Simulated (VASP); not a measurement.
Write the native input for VASP 6.6.1 that does the following.

```
Task                   : relaxation of cell and atoms
Functional             : PBE
Potentials or basis    : VASP PAW PBE potentials, release 64 (Y_sv, W_sv)
Cutoff                 : 500 eV
k mesh                 : 6 × 6 × 6
Occupations            : gaussian, width 0.1 eV
Spin                   : no spin polarisation
Dipole correction      : no
Further INCAR settings : ALGO = Normal; EDIFF = 1e-07; IBRION = 2; EDIFFG = -0.01; NSW = 100; ISIF = 3
```

The structure of Y3W lies in POSCAR:

```
Y3W
1.0
    5.8412874780      0.0000000000      0.0000000000
    0.0000000000      5.8412874780      0.0000000000
    0.0000000000      0.0000000000      5.8412874780
Y W
6 2
Direct
    0.0000000000      0.5000000000      0.2500000000
    0.0000000000      0.5000000000      0.7500000000
    0.2500000000      0.0000000000      0.5000000000
    0.7500000000      0.0000000000      0.5000000000
    0.5000000000      0.7500000000      0.0000000000
    0.5000000000      0.2500000000      0.0000000000
    0.0000000000      0.0000000000      0.0000000000
    0.5000000000      0.5000000000      0.5000000000
```

The input as run:

INCAR

```
PREC = Accurate
ENCUT = 500
EDIFF = 1E-7
ISMEAR = 0
SIGMA = 0.1
LREAL = F
LASPH = T
NELM = 120
ALGO = Normal
ISIF = 3
LWAVE = F
LCHARG = F
GGA = PE
IBRION = 2
NSW = 100
EDIFFG = -0.01
GGA_COMPAT = F
NELMIN = 4
```

KPOINTS

```
regular mesh
0
Gamma
  6 6 6
```

Potentials or basis: VASP PAW PBE potentials, release 64 (Y_sv, W_sv).

The run is started by

```console
$ cat potpaw_PBE.64/Y_sv/POTCAR potpaw_PBE.64/W_sv/POTCAR > POTCAR
$ mpirun -np 1 vasp_std > vasp.out
```

Results of the run:

```yaml
Relaxed_volume: 26.11 Å³/atom
Relaxed_cell: a = 5.933 Å, b = 5.933 Å, c = 5.933 Å, α = 90.00°, β = 90.00°, γ = 90.00°
Space_group_after_relaxing_to_0.05_Å: Pm-3n (No. 223)
Energy_gained_by_relaxing: 11.1 meV/atom
Ionic_steps: 3
Pressure_after_relaxing: 0.0 GPa
Band_gap_on_the_k_mesh: zero (band 47 reaches 4.58 eV, above the bottom of band 48 at 4.17 eV)
```

Caveat: spin-orbit coupling is left out, which moves the levels of the heavy elements.

Run time: 28 min on 1 thread of AMD EPYC 7R43 64-Core Processor (Zen 3), on a shared host, peak memory 0.41 GiB.
